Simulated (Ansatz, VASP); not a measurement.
**Two plane-wave programs on SnO**

File INCAR:

```
SYSTEM = SnO
PREC = Accurate
ENCUT = 520
EDIFF = 1E-6
ISMEAR = 0
SIGMA = 0.15
LREAL = .FALSE.
LASPH = .TRUE.
NELM = 60
ALGO = Normal
ISIF = 2
LWAVE = .FALSE.
LCHARG = .FALSE.
GGA = PS
NBANDS = 28
```

Contents of KPOINTS:

```
regular mesh
0
G
  12 12 10
  0 0 0
```

Contents of POSCAR:

```
SnO
1.0
    3.8020000000      0.0475250000      0.0000000000
    0.0475250000      3.8020000000      0.0000000000
    0.0000000000      0.0000000000      4.8360000000
Sn O
2 2
Direct
    0.0000000000      0.5000000000      0.2385000000
    0.5000000000      0.0000000000      0.7615000000
    0.0000000000      0.0000000000      0.0000000000
    0.5000000000      0.5000000000      0.0000000000
```

Input for Ansatz:

```yaml
crystal:
  lattice:
    - [3.802, 0.047525, 0.0]
    - [0.047525, 3.802, 0.0]
    - [0.0, 0.0, 4.836]
  atoms:
    - { symbol: Sn, position: [0.0, 0.5, 0.2385] }
    - { symbol: Sn, position: [0.5, 0.0, 0.7615] }
    - { symbol: O, position: [0.0, 0.0, 0.0] }
    - { symbol: O, position: [0.5, 0.5, 0.0] }
basis:
  ecutwfc: 420
kpoints:
  mp_grid: { grid: [12, 12, 10] }
hamiltonian:
  xc: pbesol
scf:
  occupations: { method: gaussian, width: 0.15 }
output:
  forces: true
  stress: true
  eigenvalues: true
  write_density: true
  write_potential: true
  elf: true
  volumetric_format: npy
```

Change from the starting cell: strain +0.0250 x Voigt [0, 0, 0, 0, 0, 1], atoms carried along.

Alike in both runs: task single point; functional PBEsol; k mesh 12 × 12 × 10; occupations gaussian, width 0.15 eV; no spin polarisation.

|  | VASP | Ansatz |
| --- | --- | --- |
| version | VASP 6.6.1 | Ansatz 0.2.0 |
| potentials or method | VASP PAW PBE potentials, release 64 (Sn_d, O), cutoff 520 eV | scalar-relativistic, plane waves, PAW |
| valence electrons in the cell | 40 | 40 |

Ansatz gave:

```
gap on the k mesh at the Fermi level (eV)                     : none
pressure (GPa)                                                : 0.0
traceless stress, the component that is largest in VASP (GPa) : -2.09
rms of the force components (eV/Å)                            : 0.025
```

Question: Estimate VASP's values.

Answer: gap on the k mesh at the Fermi level (eV): none; pressure (GPa): 0.2; traceless stress, the component that is largest in VASP (GPa): -2.08; rms of the force components (eV/Å): 0.060.

VASP's potentials were made for PBE, not for PBEsol. Atom by atom the forces differ by 0.035 eV/Å (rms over components). A gap of «none» marks a metal or a gap that the smearing closes.
